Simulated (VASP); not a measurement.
# NaTmI4 (F-43m) in VASP: further runs

Runs on NaTmI4. Level: PBE. Tasks: single point, relaxation of cell and atoms.

Everything below comes from runs of VASP 6.6.1. Logs are shortened: lines on timing, memory, paths and dates and some standing lists are left out, and cuts for length are marked.

### 1 The cell of the first run

Symmetry: F-43m, No. 216, cubic system. Conventional cell: a = 9.870 Å, b = 9.870 Å, c = 9.870 Å, α = 90.00°, β = 90.00°, γ = 90.00°. Na (site symmetry -43m) has 12 I at 4.09 Å and 4 Tm at 4.27 Å within 5.4 Å. Tm (site symmetry -43m) has 12 I at 4.09 Å and 4 Na at 4.27 Å within 5.4 Å. Within 4.6 Å of I (site symmetry 3m) lie 6 I at 3.49 Å and 3 Na at 4.09 Å and 3 Tm at 4.09 Å.

The cell was built from a structure type or drawn by symmetry, and may not be a known phase.

### 2 Single point, PBE

Contents of INCAR:

```
  PREC = Accurate
  ENCUT = 500
  EDIFF = 1E-6
  ISMEAR = 0
  SIGMA = 0.1
  LREAL = F
  LASPH = T
  NELM = 200
  ALGO = Normal
  ISIF = 2
  LWAVE = F
  LCHARG = F
  GGA = PE
  NBANDS = 31
  GGA_COMPAT = F
  LMAXMIX = 6
```

Contents of KPOINTS:

```
regular mesh
0
Gamma
  4 4 4
```

Contents of POSCAR:

```
NaTmI4
1.0
    0.0000000000      4.9347983600      4.9347983600
    4.9347983600      0.0000000000      4.9347983600
    4.9347983600      4.9347983600      0.0000000000
Na Tm I
1 1 4
Direct
    0.2500000000      0.2500000000      0.2500000000
    0.0000000000      0.0000000000      0.0000000000
    0.6248739500      0.1253781600      0.6248739500
    0.6248739500      0.6248739500      0.1253781600
    0.6248739500      0.6248739500      0.6248739500
    0.1253781600      0.6248739500      0.6248739500
```

Potentials or basis: VASP PAW PBE potentials, release 64 (Na_pv, Tm_3, I), 4f in core.

Command:

```bash
> cat potpaw_PBE.64/Na_pv/POTCAR potpaw_PBE.64/Tm_3/POTCAR potpaw_PBE.64/I/POTCAR > POTCAR
> mpirun -np 1 vasp_std > vasp.out
```

OUTCAR:

```text
PREC = Accurate
   ENCUT = 500
   EDIFF = 1E-6
   ISMEAR = 0
   LREAL = F
   LASPH = T
   NELM = 200
   ISIF = 2
   GGA = PE

 ion  position               nearest neighbor table
   1  0.250  0.250  0.250-
   2  0.000  0.000  0.000-
   3  0.625  0.125  0.625-   4 3.49   5 3.49   6 3.49   6 3.49   4 3.49   5 3.49
   4  0.625  0.625  0.125-   3 3.49   5 3.49   6 3.49   3 3.49   6 3.49   5 3.49
   5  0.625  0.625  0.625-   3 3.49   4 3.49   6 3.49   6 3.49   3 3.49   4 3.49
   6  0.125  0.625  0.625-   3 3.49   4 3.49   5 3.49   3 3.49   4 3.49   5 3.49

  LATTYP: Found a face centered cubic cell.
 ALAT       =     9.8695967200

  Lattice vectors:

 A1 = (   0.0000000000,   4.9347983600,   4.9347983600)
 A2 = (   4.9347983600,   0.0000000000,   4.9347983600)
 A3 = (   4.9347983600,   4.9347983600,   0.0000000000)

Analysis of symmetry for initial positions (statically):
=====================================================================
 Subroutine PRICEL returns:
 Original cell was already a primitive cell.

 Routine SETGRP: Setting up the symmetry group for a
 face centered cubic supercell.

 Subroutine GETGRP returns: Found 24 space group operations
 (whereof 24 operations were pure point group operations)
 out of a pool of 48 trial point group operations.

The static configuration has the point symmetry T_d .

Analysis of symmetry for dynamics (positions and initial velocities):
=====================================================================
 Subroutine PRICEL returns:
 Original cell was already a primitive cell.

 Routine SETGRP: Setting up the symmetry group for a
 face centered cubic supercell.

 Subroutine GETGRP returns: Found 24 space group operations
 (whereof 24 operations were pure point group operations)
 out of a pool of 48 trial point group operations.

The dynamic configuration has the point symmetry T_d .

 Subroutine INISYM returns: Found 24 space group operations
 (whereof 24 operations are pure point group operations),
 and found     1 'primitive' translations

----------------------------------------------------------------------------------------

                                     Primitive cell

  volume of cell :     240.3467

  direct lattice vectors                    reciprocal lattice vectors
     0.000000000  4.934798360  4.934798360    -0.101321262  0.101321262  0.101321262
     4.934798360  0.000000000  4.934798360     0.101321262 -0.101321262  0.101321262
     4.934798360  4.934798360  0.000000000     0.101321262  0.101321262 -0.101321262

  length of vectors
     6.978858768  6.978858768  6.978858768     0.175493575  0.175493575  0.175493575

  position of ions in fractional coordinates (direct lattice)
     0.250000000  0.250000000  0.250000000
     0.000000000  0.000000000  0.000000000
     0.624873950  0.125378160  0.624873950
     0.624873950  0.624873950  0.125378160
     0.624873950  0.624873950  0.624873950
     0.125378160  0.624873950  0.624873950

  ion indices of the primitive-cell ions
   primitive index   ion index
                 1           1
                 2           2
                 3           3
                 4           4
                 5           5
                 6           6

----------------------------------------------------------------------------------------

 KPOINTS: regular mesh

Automatic generation of k-mesh.
 Grid dimensions read from file:
 generate k-points for:    4    4    4

 Generating k-lattice:

  Cartesian coordinates                     Fractional coordinates (reciprocal lattice)
    -0.025330316  0.025330316  0.025330316     0.250000000  0.000000000  0.000000000
     0.025330316 -0.025330316  0.025330316     0.000000000  0.250000000  0.000000000
     0.025330316  0.025330316 -0.025330316     0.000000000  0.000000000  0.250000000

  Length of vectors
     0.043873394  0.043873394  0.043873394

  Shift w.r.t. Gamma in fractional coordinates (k-lattice)
     0.000000000  0.000000000  0.000000000

 Subroutine IBZKPT returns following result:
 ===========================================

 Found      8 irreducible k-points:

 Following reciprocal coordinates:
            Coordinates               Weight
  0.000000  0.000000  0.000000      1.000000
  0.250000  0.000000  0.000000      8.000000
  0.500000  0.000000  0.000000      4.000000
  0.250000  0.250000  0.000000      6.000000
  0.500000  0.250000  0.000000     24.000000
 -0.250000  0.250000  0.000000     12.000000
  0.500000  0.500000  0.000000      3.000000
 -0.250000  0.500000  0.250000      6.000000
   k-points           NKPTS =      8   k-points in BZ     NKDIM =      8   number of bands    NBANDS=     31
   number of dos      NEDOS =    301   number of ions     NIONS =      6
   total plane-waves  NPLWV = 157464
   dimension x,y,z NGX =    54 NGY =   54 NGZ =   54
   dimension x,y,z NGXF=   108 NGYF=  108 NGZF=  108
   ions per type =               1   1   4
   NGX,Y,Z   is equivalent  to a cutoff of  12.86, 12.86, 12.86 a.u.
   NGXF,Y,Z  is equivalent  to a cutoff of  25.73, 25.73, 25.73 a.u.
 SYSTEM =  unknown system
   PREC   = accura    normal or accurate (medium, high low for compatibility)
   ISTART =      0    job   : 0-new  1-cont  2-samecut
   ICHARG =      2    charge: 1-file 2-atom 10-const
   ISPIN  =      1    spin polarized calculation?
   LNONCOLLINEAR =      F non collinear calculations
   LSORBIT =      F    spin-orbit coupling
   LASPH  =      T    aspherical Exc in radial PAW
   ENCUT  =  500.0 eV  36.75 Ry    6.06 a.u.  12.72 12.72 12.72*2*pi/ulx,y,z
   NELM   =    200;   NELMIN=  2; NELMDL= -5     # of ELM steps
   EDIFF  = 0.1E-05   stopping-criterion for ELM
   LREAL  =      F    real-space projection
   EDIFFG = 0.1E-04   stopping-criterion for IOM
   NSW    =      0    number of steps for IOM
   IBRION =     -1    ionic relax: 0-MD 1-quasi-New 2-CG
   NFREE  =      0    steps in history (QN), initial steepest desc. (CG)
   ISIF   =      2    stress and relaxation
   ISYM   =      2    0-nonsym 1-usesym 2-fastsym
   POTIM  = 0.5000    time-step for ionic-motion
   TEBEG  =    0.0;   TEEND  =   0.0 temperature during run
   PSTRESS=    0.0 pullay stress
   NELECT =      44.0000    total number of electrons
   NUPDOWN=      -1.0000    fix difference up-down
   EMIN   =  10.00;   EMAX   =-10.00  energy-range for DOS
   EFERMI =   0.00;   METHOD = LEGACY
   ISMEAR =     0;   SIGMA  =   0.10  broadening in eV -4-tet -1-fermi 0-gaus
   EFERMI_NEDOS =   21; number of points for ismear=-14 and -15
   IALGO  =     38    algorithm
   IMIX   =      4    mixing-type and parameters
     AMIX     =   0.40;   BMIX     =  1.00
     AMIX_MAG =   1.60;   BMIX_MAG =  1.00
  volume/ion in A,a.u.               =      40.06       270.32
  Fermi-wavevector in a.u.,A,eV,Ry     =   0.929565  1.756623 11.756667  0.864091
  Thomas-Fermi vector in A             =   2.055861
   LORBIT       =      0    0 simple, 1 ext, 2 COOP (PROOUT), +10 PAW based schemes
   GGA     = PE    functional components
   LHFCALC =     F    Hartree Fock is set to
   AEXX    =    0.0000 exact exchange contribution
   IVDW    =     0    specifies the selected vdW correction
   LEPSILON=     F    determine dielectric tensor
   LRPA    =     F    only Hartree local field effects (RPA)
 non-spin polarized calculation
 Gauss-broadening in eV      SIGMA  =   0.10
  energy-cutoff  :      500.00
  volume of cell :      240.35
 maximum number of plane-waves:      6116
 NGX is ok and might be reduce to    54
   NGX = 25   NGY = 25   NGZ = 25

 number of electron      43.9999999 magnetization

 Free energy of the ion-electron system (eV)
  ---------------------------------------------------
  ext. energy  EPLUGINS =         0.00000000
  ---------------------------------------------------
  free energy    TOTEN  =       -10.73618638 eV

  energy without entropy =      -10.66713066  energy(sigma->0) =      -10.70165852

 E-fermi :   3.3706     XC(G=0):  -8.0678

 val. band max:        3.3604677396   @ k =  -0.2500   0.2500   0.0000
 cond. band min:       3.4107051473   @ k =   0.2500   0.2500   0.0000
 fundamental gap:      0.0502374077
 Fermi energy:         3.3706035735

 k-point     1 :       0.0000    0.0000    0.0000
  band No.  band energies     occupation
      1     -25.0826      2.00000
      2     -25.0826      2.00000
      3     -25.0826      2.00000
      4     -22.3950      2.00000
      5     -22.3950      2.00000
      6     -22.3950      2.00000
[... 23 lines left out ...]
     30       5.6401      0.00000
     31       5.6401      0.00000

 k-point     2 :       0.2500    0.0000    0.0000
  band No.  band energies     occupation
      1     -25.0827      2.00000
      2     -25.0826      2.00000
      3     -25.0826      2.00000
      4     -22.3950      2.00000
      5     -22.3950      2.00000
      6     -22.3950      2.00000
[... 23 lines left out ...]
     30       6.1807      0.00000
     31       6.1807      0.00000

 k-point     3 :       0.5000    0.0000    0.0000
  band No.  band energies     occupation
      1     -25.0827      2.00000
      2     -25.0826      2.00000
      3     -25.0826      2.00000
      4     -22.3950      2.00000
      5     -22.3950      2.00000
      6     -22.3950      2.00000
[... 23 lines left out ...]
     30       6.8648      0.00000
     31       6.9217      0.00000

 k-point     4 :       0.2500    0.2500    0.0000
  band No.  band energies     occupation
      1     -25.0827      2.00000
      2     -25.0826      2.00000
      3     -25.0826      2.00000
      4     -22.3950      2.00000
      5     -22.3950      2.00000
      6     -22.3950      2.00000
[... 23 lines left out ...]
     30       6.1830      0.00000
     31       6.1830      0.00000

 k-point     5 :       0.5000    0.2500    0.0000
  band No.  band energies     occupation
      1     -25.0827      2.00000
      2     -25.0826      2.00000
      3     -25.0826      2.00000
      4     -22.3950      2.00000
      5     -22.3950      2.00000
      6     -22.3950      2.00000
[... 23 lines left out ...]
     30       6.3591      0.00000
     31       6.9038      0.00000

 k-point     6 :      -0.2500    0.2500    0.0000
  band No.  band energies     occupation
      1     -25.0827      2.00000
      2     -25.0826      2.00000
      3     -25.0826      2.00000
      4     -22.3950      2.00000
      5     -22.3950      2.00000
      6     -22.3950      2.00000
[... 23 lines left out ...]
     30       6.2241      0.00000
     31       6.8626      0.00000

 k-point     7 :       0.5000    0.5000    0.0000
  band No.  band energies     occupation
      1     -25.0827      2.00000
      2     -25.0826      2.00000
      3     -25.0826      2.00000
      4     -22.3950      2.00000
      5     -22.3950      2.00000
      6     -22.3950      2.00000
[... 23 lines left out ...]
     30       6.9298      0.00000
     31       6.9298      0.00000

 k-point     8 :      -0.2500    0.5000    0.2500
  band No.  band energies     occupation
      1     -25.0827      2.00000
      2     -25.0827      2.00000
      3     -25.0826      2.00000
      4     -22.3950      2.00000
      5     -22.3950      2.00000
      6     -22.3950      2.00000
[... 23 lines left out ...]
     30       6.0801      0.00000
     31       6.8159      0.00000

------------------------ aborting loop because EDIFF is reached ----------------------------------------

  FORCE on cell =-STRESS in cart. coord.  units (eV):
  Direction    XX          YY          ZZ          XY          YZ          ZX
  --------------------------------------------------------------------------------------
  -------------------------------------------------------------------------------------
  Total        1.0578483      1.0578483      1.0578483     -0.0000000      0.0000000      0.0000000
  in kB        7.0517313      7.0517313      7.0517313     -0.0000000      0.0000000      0.0000000
  external PRESSURE =       7.0517313 kB  Pullay stress =       0.0000000 kB

 VOLUME and BASIS-vectors are now :
 -----------------------------------------------------------------------------
  energy-cutoff  :      500.00
  volume of cell :      240.35
      direct lattice vectors                 reciprocal lattice vectors
     0.000000000  4.934798360  4.934798360    -0.101321262  0.101321262  0.101321262
     4.934798360  0.000000000  4.934798360     0.101321262 -0.101321262  0.101321262
     4.934798360  4.934798360  0.000000000     0.101321262  0.101321262 -0.101321262

 POSITION                                       TOTAL-FORCE (eV/Angst)
 -----------------------------------------------------------------------------------
      2.46740      2.46740      2.46740        -0.000000     -0.000000     -0.000000
      0.00000      0.00000      0.00000        -0.000000     -0.000000     -0.000000
      3.70234      6.16725      3.70234        -0.029874      0.029874     -0.029874
      3.70234      3.70234      6.16725        -0.029874     -0.029874      0.029874
      6.16725      6.16725      6.16725         0.029874      0.029874      0.029874
      6.16725      3.70234      3.70234         0.029874     -0.029874     -0.029874
 -----------------------------------------------------------------------------------
    total drift:                               -0.000053     -0.000053     -0.000053

  FREE ENERGIE OF THE ION-ELECTRON SYSTEM (eV)
  ---------------------------------------------------
  free  energy   TOTEN  =       -10.7361863762 eV

  energy  without entropy=      -10.6671306584  energy(sigma->0) =      -10.70165852
```

Wall time 57 s (1 thread of AMD EPYC 9R45 (Zen 5), shared host); peak memory 0.38 GiB.

Results:

```
Free energy            : -10.7362 eV
Pressure               : 0.7 GPa
Largest force          : 0.052 eV/Å
Band gap on the k mesh : zero (bands 22 and 23 overlap by 0.25 eV)
```

Forces on the atoms (eV/Å):
```
Na   0.000  0.000  0.000
Tm   0.000  0.000  0.000
I   -0.030  0.030 -0.030
I   -0.030 -0.030  0.030
I    0.030  0.030  0.030
I    0.030 -0.030 -0.030
```

Caveat: spin-orbit coupling is left out, which moves the levels of the heavy elements; the 4f electrons are frozen in the core, so they carry no moment and show no levels; the run has no spin polarisation, though such a crystal can be magnetic. Spin polarisation is off, so any magnetic state and its effect on volume and gap are missing.

### 3 Single point, PBE

This run uses another cell than the first one, of 41.81 Å³/atom.

Contents of INCAR:

```
SYSTEM = NaTmI4
PREC = Accurate ; ENCUT = 500
EDIFF = 1E-6 ; ISMEAR = 0
SIGMA = 0.1 ; LREAL = .False.
LASPH = .True. ; NELM = 200
ALGO = Normal ; ISIF = 2
LWAVE = .False. ; LCHARG = .False.
GGA = PE ; NBANDS = 31
GGA_COMPAT = .False. ; LMAXMIX = 6
```

Contents of KPOINTS:

```
Automatic mesh
0
Gamma
  8 8 8
  0 0 0
```

Contents of POSCAR:

```
NaTmI4
1.0
    0.0000000000      5.0056914244      5.0056914244
    5.0056914244      0.0000000000      5.0056914244
    5.0056914244      5.0056914244      0.0000000000
Na Tm I
1 1 4
Direct
    0.2500000000      0.2500000000      0.2500000000
    0.0000000000      0.0000000000      0.0000000000
    0.6255264082      0.1234207753      0.6255264082
    0.6255264082      0.6255264082      0.1234207753
    0.6255264082      0.6255264082      0.6255264082
    0.1234207753      0.6255264082      0.6255264082
```

Potentials or basis: VASP PAW PBE potentials, release 64 (Na_pv, Tm_3, I), 4f in core.

Command:

```bash
> cat potpaw_PBE.64/Na_pv/POTCAR potpaw_PBE.64/Tm_3/POTCAR potpaw_PBE.64/I/POTCAR > POTCAR
> mpirun -np 1 vasp_std > vasp.out
```

It took 3 min on 1 thread of AMD EPYC 9R45 (Zen 5), shared host; peak memory 0.49 GiB.

Results (log left out):

- Free energy: -10.7097 eV
- Pressure: 0.0 GPa
- Band gap on the k mesh: zero (bands 22 and 23 overlap by 0.32 eV)

Levels at points of the mesh, in eV from the Fermi level:
| k point | band 18 | band 19 | band 20 | band 21 | band 22 | band 23 | band 24 | band 25 | band 26 | band 27 |
| --- | --- | --- | --- | --- | --- | --- | --- | --- | --- | --- |
| (0.00, 0.00, 0.00) | -0.54 | -0.54 | -0.54 | 0.25 | 0.25 | 0.25 | 0.74 | 0.74 | 0.74 | 1.21 |
| (0.50, 0.00, 0.00) | -2.16 | -2.16 | -0.52 | -0.39 | 0.09 | 0.09 | 0.32 | 0.93 | 0.93 | 1.05 |
| (0.50, 0.50, 0.00) | -2.11 | -2.11 | -2.08 | 0.01 | 0.01 | 0.17 | 0.70 | 0.70 | 0.72 | 0.74 |

Caveat: spin-orbit coupling is left out, which moves the levels of the heavy elements; the 4f electrons are frozen in the core, so they carry no moment and show no levels; the run has no spin polarisation, though such a crystal can be magnetic.

(Part 1 of 2 ends here.)
